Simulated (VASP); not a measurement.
# CdS (F-43m) in VASP: further runs, part 2 of 2

VASP 6.6.1. The steps go on from the part before.

**3. Single point, r2SCAN**

This run uses another cell than the first one, of 25.38 Å³/atom.

File POSCAR:

```
CdS
1.0
    0.0000000000      2.9387116464      2.9387116464
    2.9387116464      0.0000000000      2.9387116464
    2.9387116464      2.9387116464      0.0000000000
Cd S
1 1
Direct
    0.0000000000      0.0000000000      0.0000000000
    0.2500000000      0.2500000000      0.2500000000
```

File INCAR.step1:

```
PREC = Accurate
ENCUT = 520
ISMEAR = 0
SIGMA = 0.02
LREAL = F
LASPH = T
NELM = 100
NBANDS = 16
GGA = PE
ALGO = Normal
EDIFF = 1E-4
LWAVE = T
LCHARG = F
```

File INCAR.step2:

```
PREC = Accurate
ENCUT = 520
EDIFF = 1E-6
ISMEAR = 0
SIGMA = 0.02
LREAL = F
LASPH = T
NELM = 100
ALGO = Normal
ISIF = 2
LWAVE = F
LCHARG = T
METAGGA = R2SCAN
LMIXTAU = T
LELF = T
LVHAR = T
NBANDS = 16
ISTART = 1
```

File KPOINTS:

```
regular mesh
0
Gamma
  8 8 8
```

Potentials or basis: VASP PAW PBE potentials, release 64 (Cd, S).

Launch:

```bash
cat potpaw_PBE.64/Cd/POTCAR potpaw_PBE.64/S/POTCAR > POTCAR
cp INCAR.step1 INCAR
mpirun -np 1 vasp_std > vasp.out
cp INCAR.step2 INCAR
mpirun -np 1 vasp_std > vasp.out
```

OUTCAR:

```text
PREC = Accurate
   ENCUT = 520
   EDIFF = 1E-6
   ISMEAR = 0
   LREAL = F
   LASPH = T
   NELM = 100
   ISIF = 2
   METAGGA = R2SCAN
   ISTART = 1

 ion  position               nearest neighbor table
   1  0.000  0.000  0.000-   2 2.54   2 2.54   2 2.54   2 2.54
   2  0.250  0.250  0.250-   1 2.54   1 2.54   1 2.54   1 2.54

  LATTYP: Found a face centered cubic cell.
 ALAT       =     5.8774232928

  Lattice vectors:

 A1 = (   0.0000000000,   2.9387116464,   2.9387116464)
 A2 = (   2.9387116464,   0.0000000000,   2.9387116464)
 A3 = (   2.9387116464,   2.9387116464,   0.0000000000)

Analysis of symmetry for initial positions (statically):
=====================================================================
 Subroutine PRICEL returns:
 Original cell was already a primitive cell.

 Routine SETGRP: Setting up the symmetry group for a
 face centered cubic supercell.

 Subroutine GETGRP returns: Found 24 space group operations
 (whereof 24 operations were pure point group operations)
 out of a pool of 48 trial point group operations.

The static configuration has the point symmetry T_d .

Analysis of symmetry for dynamics (positions and initial velocities):
=====================================================================
 Subroutine PRICEL returns:
 Original cell was already a primitive cell.

 Routine SETGRP: Setting up the symmetry group for a
 face centered cubic supercell.

 Subroutine GETGRP returns: Found 24 space group operations
 (whereof 24 operations were pure point group operations)
 out of a pool of 48 trial point group operations.

The dynamic configuration has the point symmetry T_d .

 Subroutine INISYM returns: Found 24 space group operations
 (whereof 24 operations are pure point group operations),
 and found     1 'primitive' translations

----------------------------------------------------------------------------------------

                                     Primitive cell

  volume of cell :      50.7576

  direct lattice vectors                    reciprocal lattice vectors
     0.000000000  2.938711646  2.938711646    -0.170142586  0.170142586  0.170142586
     2.938711646  0.000000000  2.938711646     0.170142586 -0.170142586  0.170142586
     2.938711646  2.938711646  0.000000000     0.170142586  0.170142586 -0.170142586

  length of vectors
     4.155965866  4.155965866  4.155965866     0.294695604  0.294695604  0.294695604

  position of ions in fractional coordinates (direct lattice)
     0.000000000  0.000000000  0.000000000
     0.250000000  0.250000000  0.250000000

  ion indices of the primitive-cell ions
   primitive index   ion index
                 1           1
                 2           2

----------------------------------------------------------------------------------------

 KPOINTS: regular mesh

Automatic generation of k-mesh.
 Grid dimensions read from file:
 generate k-points for:    8    8    8

 Generating k-lattice:

  Cartesian coordinates                     Fractional coordinates (reciprocal lattice)
    -0.021267823  0.021267823  0.021267823     0.125000000  0.000000000  0.000000000
     0.021267823 -0.021267823  0.021267823     0.000000000  0.125000000  0.000000000
     0.021267823  0.021267823 -0.021267823     0.000000000  0.000000000  0.125000000

  Length of vectors
     0.036836951  0.036836951  0.036836951

  Shift w.r.t. Gamma in fractional coordinates (k-lattice)
     0.000000000  0.000000000  0.000000000

 Subroutine IBZKPT returns following result:
 ===========================================

 Found     29 irreducible k-points:

 Following reciprocal coordinates:
            Coordinates               Weight
  0.000000  0.000000  0.000000      1.000000
  0.125000  0.000000  0.000000      8.000000
  0.250000  0.000000  0.000000      8.000000
  0.375000  0.000000  0.000000      8.000000
  0.500000  0.000000  0.000000      4.000000
  0.125000  0.125000  0.000000      6.000000
[... 16 lines left out ...]
  0.500000  0.250000  0.125000     48.000000
 -0.375000  0.250000  0.125000     24.000000
 [... further k-points ...]
   k-points           NKPTS =     29   k-points in BZ     NKDIM =     29   number of bands    NBANDS=     16
   number of dos      NEDOS =    301   number of ions     NIONS =      2
   total plane-waves  NPLWV =  32768
   dimension x,y,z NGX =    32 NGY =   32 NGZ =   32
   dimension x,y,z NGXF=    64 NGYF=   64 NGZF=   64
   ions per type =               1   1
   NGX,Y,Z   is equivalent  to a cutoff of  12.80, 12.80, 12.80 a.u.
   NGXF,Y,Z  is equivalent  to a cutoff of  25.60, 25.60, 25.60 a.u.
 SYSTEM =  unknown system
   PREC   = accura    normal or accurate (medium, high low for compatibility)
   ISTART =      1    job   : 0-new  1-cont  2-samecut
   ICHARG =      0    charge: 1-file 2-atom 10-const
   ISPIN  =      1    spin polarized calculation?
   LNONCOLLINEAR =      F non collinear calculations
   LSORBIT =      F    spin-orbit coupling
   LASPH  =      T    aspherical Exc in radial PAW
   ENCUT  =  520.0 eV  38.22 Ry    6.18 a.u.   7.73  7.73  7.73*2*pi/ulx,y,z
   NELM   =    100;   NELMIN=  2; NELMDL=  0     # of ELM steps
   EDIFF  = 0.1E-05   stopping-criterion for ELM
   LREAL  =      F    real-space projection
   EDIFFG = 0.1E-04   stopping-criterion for IOM
   NSW    =      0    number of steps for IOM
   IBRION =     -1    ionic relax: 0-MD 1-quasi-New 2-CG
   NFREE  =      0    steps in history (QN), initial steepest desc. (CG)
   ISIF   =      2    stress and relaxation
   ISYM   =      2    0-nonsym 1-usesym 2-fastsym
   POTIM  = 0.5000    time-step for ionic-motion
   TEBEG  =    0.0;   TEEND  =   0.0 temperature during run
   PSTRESS=    0.0 pullay stress
   NELECT =      18.0000    total number of electrons
   NUPDOWN=      -1.0000    fix difference up-down
   EMIN   =  10.00;   EMAX   =-10.00  energy-range for DOS
   EFERMI =   0.00;   METHOD = LEGACY
   ISMEAR =     0;   SIGMA  =   0.02  broadening in eV -4-tet -1-fermi 0-gaus
   EFERMI_NEDOS =   21; number of points for ismear=-14 and -15
   IALGO  =     38    algorithm
   IMIX   =      4    mixing-type and parameters
     AMIX     =   0.40;   BMIX     =  1.00
     AMIX_MAG =   1.60;   BMIX_MAG =  1.00
  volume/ion in A,a.u.               =      25.38       171.26
  Fermi-wavevector in a.u.,A,eV,Ry     =   1.158774  2.189765 18.269316  1.342757
  Thomas-Fermi vector in A             =   2.295373
   LORBIT       =      0    0 simple, 1 ext, 2 COOP (PROOUT), +10 PAW based schemes
   METAGGA = R2SCAN    functional components
   LHFCALC =     F    Hartree Fock is set to
   AEXX    =    0.0000 exact exchange contribution
   IVDW    =     0    specifies the selected vdW correction
   LEPSILON=     F    determine dielectric tensor
   LRPA    =     F    only Hartree local field effects (RPA)
 non-spin polarized calculation
 Gauss-broadening in eV      SIGMA  =   0.02
  energy-cutoff  :      520.00
  volume of cell :       50.76
 maximum number of plane-waves:      1384
   NGX = 15   NGY = 15   NGZ = 15

 number of electron      18.0000005 magnetization

 Free energy of the ion-electron system (eV)
  ---------------------------------------------------
  ext. energy  EPLUGINS =         0.00000000
  ---------------------------------------------------
  free energy    TOTEN  =       -29.68590990 eV

  energy without entropy =      -29.68590990  energy(sigma->0) =      -29.68590990

 E-fermi :   0.9509     XC(G=0):  -9.6215

 val. band max:        0.8568063776   @ k =   0.0000   0.0000   0.0000
 cond. band min:       2.3963396020   @ k =   0.0000   0.0000   0.0000
 fundamental gap:      1.5395332245
 Fermi energy:         0.9509285951

 k-point     1 :       0.0000    0.0000    0.0000
  band No.  band energies     occupation
      1     -11.8776      2.00000
      2      -7.0309      2.00000
      3      -7.0309      2.00000
      4      -7.0309      2.00000
      5      -6.5496      2.00000
      6      -6.5496      2.00000
[... 8 lines left out ...]
     15      12.8333      0.00000
     16      12.8333      0.00000
[... 419 lines left out ...]
 k-point    24 :      -0.3750    0.2500    0.1250
  band No.  band energies     occupation
      1     -11.4076      2.00000
      2      -6.8632      2.00000
      3      -6.8296      2.00000
      4      -6.5732      2.00000
      5      -6.5238      2.00000
      6      -6.0747      2.00000
[... 8 lines left out ...]
     15      13.6727      0.00000
     16      14.6189      0.00000

 [... further k-points ...]

------------------------ aborting loop because EDIFF is reached ----------------------------------------

  FORCE on cell =-STRESS in cart. coord.  units (eV):
  Direction    XX          YY          ZZ          XY          YZ          ZX
  --------------------------------------------------------------------------------------
  -------------------------------------------------------------------------------------
  Total        0.1015395      0.1015395      0.1015395      0.0000000      0.0000000      0.0000000
  in kB        3.2051218      3.2051218      3.2051218      0.0000000      0.0000000      0.0000000
  external PRESSURE =       3.2051218 kB  Pullay stress =       0.0000000 kB

 VOLUME and BASIS-vectors are now :
 -----------------------------------------------------------------------------
  energy-cutoff  :      520.00
  volume of cell :       50.76
      direct lattice vectors                 reciprocal lattice vectors
     0.000000000  2.938711646  2.938711646    -0.170142586  0.170142586  0.170142586
     2.938711646  0.000000000  2.938711646     0.170142586 -0.170142586  0.170142586
     2.938711646  2.938711646  0.000000000     0.170142586  0.170142586 -0.170142586

 POSITION                                       TOTAL-FORCE (eV/Angst)
 -----------------------------------------------------------------------------------
      0.00000      0.00000      0.00000        -0.000000     -0.000000     -0.000000
      1.46936      1.46936      1.46936         0.000000      0.000000      0.000000
 -----------------------------------------------------------------------------------
    total drift:                               -0.000005     -0.000005     -0.000004

  FREE ENERGIE OF THE ION-ELECTRON SYSTEM (eV)
  ---------------------------------------------------
  free  energy   TOTEN  =       -29.6859099049 eV

  energy  without entropy=      -29.6859099049  energy(sigma->0) =      -29.68590990
```

OUTCAR.step1:

```text
PREC = Accurate
   ENCUT = 520
   ISMEAR = 0
   LREAL = F
   LASPH = T
[... 676 lines left out ...]
 -----------------------------------------------------------------------------------
      0.00000      0.00000      0.00000        -0.000000      0.000000     -0.000000
      1.46936      1.46936      1.46936         0.000000     -0.000000      0.000000
 -----------------------------------------------------------------------------------
    total drift:                               -0.000001     -0.000001     -0.000001

  FREE ENERGIE OF THE ION-ELECTRON SYSTEM (eV)
  ---------------------------------------------------
  free  energy   TOTEN  =        -6.1389906447 eV

  energy  without entropy=       -6.1389906447  energy(sigma->0) =       -6.13899064
```

OSZICAR.step1:

```text
N       E                     dE             d eps       ncg     rms          rms(c)
DAV:   1     0.110448250674E+03    0.11045E+03   -0.88955E+03   944   0.102E+03
DAV:   2    -0.238888605126E+01   -0.11284E+03   -0.10604E+03  1128   0.255E+02
DAV:   3    -0.666086841864E+01   -0.42720E+01   -0.42652E+01  1184   0.517E+01
DAV:   4    -0.668647614522E+01   -0.25608E-01   -0.25606E-01  1192   0.392E+00
DAV:   5    -0.668683278806E+01   -0.35664E-03   -0.35664E-03  1128   0.435E-01    0.773E+00
DAV:   6    -0.615711779851E+01    0.52971E+00   -0.84880E-01  1408   0.114E+01    0.626E+00
DAV:   7    -0.613857629593E+01    0.18542E-01   -0.19183E-01  1128   0.299E+00    0.308E+00
DAV:   8    -0.613884136167E+01   -0.26507E-03   -0.17299E-02  1104   0.165E+00    0.291E-01
DAV:   9    -0.613877377010E+01    0.67592E-04   -0.20271E-03  1136   0.653E-01    0.592E-02
DAV:  10    -0.613890481168E+01   -0.13104E-03   -0.24458E-04  1120   0.155E-01    0.692E-02
DAV:  11    -0.613899064474E+01   -0.85833E-04   -0.13827E-04  1040   0.919E-02
   1 F= -.61389906E+01 E0= -.61389906E+01  d E =-.892778E-20
```

Run time: 29 s. Hardware: 1 thread of Intel Xeon 6975P-C (Granite Rapids), shared host; peak memory 0.19 GiB.

Results:

```yaml
Free_energy: -29.6859 eV
Pressure: 0.3 GPa
Band_gap_on_the_k_mesh: 1.54 eV
```

Levels at points of the mesh, in eV from the valence-band top:
```csv
k point,band 5,band 6,band 7,band 8,band 9,band 10,band 11,band 12,band 13,band 14
"(0.00, 0.00, 0.00)",-7.41,-7.41,0.00,0.00,0.00,1.54,7.08,7.08,7.08,11.83
"(0.50, 0.00, 0.00)",-7.37,-7.04,-4.32,-0.73,-0.73,3.44,7.48,7.48,7.83,11.50
"(0.50, 0.50, 0.00)",-7.32,-6.97,-3.88,-1.85,-1.85,3.88,4.73,9.69,11.41,11.41
```

Caveat: the PAW data sets were made with another functional, which shifts forces and pressure a little.

**4. Relaxation of cell and atoms, r2SCAN**

File POSCAR:

```
CdS
1.0
    0.0000000000      2.9429534649      2.9429534649
    2.9429534649      0.0000000000      2.9429534649
    2.9429534649      2.9429534649      0.0000000000
Cd S
1 1
Direct
    0.0000000000      0.0000000000      0.0000000000
    0.2500000000      0.2500000000      0.2500000000
```

File INCAR.step1:

```
SYSTEM = CdS
PREC = Accurate
ENCUT = 600
ISMEAR = 0
SIGMA = 0.02
LREAL = .FALSE.
LASPH = .TRUE.
NELM = 100
GGA = PE
ALGO = Normal
EDIFF = 1E-4
LWAVE = .TRUE.
LCHARG = .FALSE.
```

File INCAR.step2:

```
SYSTEM = CdS
PREC = Accurate
ENCUT = 600
EDIFF = 1E-6
ISMEAR = 0
SIGMA = 0.02
LREAL = .FALSE.
LASPH = .TRUE.
NELM = 100
ALGO = Normal
ISIF = 3
LWAVE = .FALSE.
LCHARG = .FALSE.
METAGGA = R2SCAN
LMIXTAU = .TRUE.
IBRION = 2
NSW = 100
EDIFFG = -0.01
ISTART = 1
```

File KPOINTS:

```
regular mesh
0
G
  8 8 8
  0 0 0
```

Launch:

```bash
cat potpaw_PBE.64/Cd/POTCAR potpaw_PBE.64/S/POTCAR > POTCAR
cp INCAR.step1 INCAR
mpirun -np 1 vasp_std > vasp.out
cp INCAR.step2 INCAR
mpirun -np 1 vasp_std > vasp.out
```

Run time: 42 s. Hardware: 1 thread of Intel Xeon 6975P-C (Granite Rapids), shared host; peak memory 0.22 GiB.

It converged, with:

```
Free energy             : -29.6864 eV
Pressure after relaxing : 0.0 GPa
Band gap on the k mesh  : 1.53 eV
```

Final structure:
```xyz
2
Lattice="0.0000 2.9430 2.9430 2.9430 0.0000 2.9430 2.9430 2.9430 0.0000" Properties=species:S:1:pos:R:3 pbc="T T T"
Cd    0.0000    0.0000    0.0000
S     1.4715    1.4715    1.4715
```

Levels at points of the mesh, in eV from the valence-band top:
```
           k point  band 6  band 7  band 8  band 9  band 10  band 11  band 12  band 13
(0.00, 0.00, 0.00)   -7.40    0.00    0.00    0.00     1.53     7.08     7.08     7.08
(0.50, 0.00, 0.00)   -7.04   -4.30   -0.73   -0.73     3.43     7.48     7.48     7.81
(0.50, 0.50, 0.00)   -6.97   -3.86   -1.83   -1.83     3.88     4.72     9.67    11.38
```

Caveat: the relaxation stopped at its first step, so nothing moved; the PAW data sets were made with another functional, which shifts forces and pressure a little.

**5. The runs side by side**

| task | cell | k mesh | cutoff (eV) | smearing | gap on the mesh (eV) | pressure (GPa) |
| --- | --- | --- | --- | --- | --- | --- |
| single point | a = 4.162 Å, angles 60.0°, 2 atoms | 6 × 6 × 6 | 520 | gaussian 0.1 eV | 1.53 | 0.1 |
| single point | a = 4.156 Å, angles 60.0°, 2 atoms | 8 × 8 × 8 | 520 | gaussian 0.02 eV | 1.54 | 0.3 |
| relaxation of cell and atoms | relaxed from a = 4.162 Å, angles 60.0°, 2 atoms | 8 × 8 × 8 | 600 | gaussian 0.02 eV | 1.53 | 0.0 |

Alike in all rows: level r2SCAN; potentials or basis VASP PAW PBE potentials, release 64 (Cd, S); no spin polarisation.

Caveats: the PAW data sets were made with another functional, which shifts forces and pressure a little; the relaxation stopped at its first step, so nothing moved (at least some runs).

Total energies depend on the potentials used, so only differences within one code and one set of settings carry meaning.
